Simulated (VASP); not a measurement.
Cu:

```
CELL_PARAMETERS angstrom
-1.15389 1.51493 1.80969
1.15389 -1.51493 1.80969
1.15389 1.51493 -1.80969
ATOMIC_POSITIONS crystal
Cu 0.00000 0.00000 0.00000
```

- Program: VASP 6.6.1
- Task: relaxation of cell and atoms
- Functional: PBE
- Potentials or basis: VASP PAW PBE potentials, release 64 (Cu)
- Cutoff: 600 eV
- k mesh: 10 × 10 × 10
- Occupations: gaussian, width 0.1 eV
- Spin: no spin polarisation

At the start: pressure 1.2 GPa; volume 12.65 Å³/atom.

Q: How do energy, volume and symmetry change on relaxing?

A: Over 15 steps the energy falls by 177.9 meV/atom and the volume is 12.00 Å³/atom (-5.2 %); space group Fm-3m (No. 225, to 0.05 Å).

Step by step:
```csv
step,energy change (eV),largest force (eV/Å),pressure (GPa),volume (Å³)
1,0.0000,0.0000,1.16,12.65
2,-0.1252,0.0000,-5.49,12.75
3,-0.1375,0.0000,-6.19,12.76
4,-0.1497,0.0000,-6.65,12.74
5,-0.1618,0.0000,4.61,11.67
6,-0.1669,0.0000,0.12,12.02
7,-0.1683,0.0000,0.12,12.02
8,-0.1719,0.0000,0.02,12.03
9,-0.1763,0.0000,0.17,12.01
10,-0.1540,0.0000,2.76,11.87
11,-0.1766,0.0000,0.24,12.00
12,-0.1775,0.0000,-0.69,12.08
13,-0.1777,0.0000,-0.47,12.06
14,-0.1776,0.0000,1.14,11.92
15,-0.1779,0.0000,0.20,12.00
```

Final structure:
```cif
data_structure
_symmetry_space_group_name_H-M 'P 1'
_symmetry_Int_Tables_number 1
_cell_length_a 2.5724
_cell_length_b 2.5724
_cell_length_c 2.5724
_cell_angle_alpha 120.104
_cell_angle_beta 120.313
_cell_angle_gamma 89.639
_cell_volume 12.00
loop_
_atom_site_label
_atom_site_type_symbol
_atom_site_fract_x
_atom_site_fract_y
_atom_site_fract_z
_atom_site_occupancy
Cu1 Cu 0.00000 0.00000 0.00000 1
```
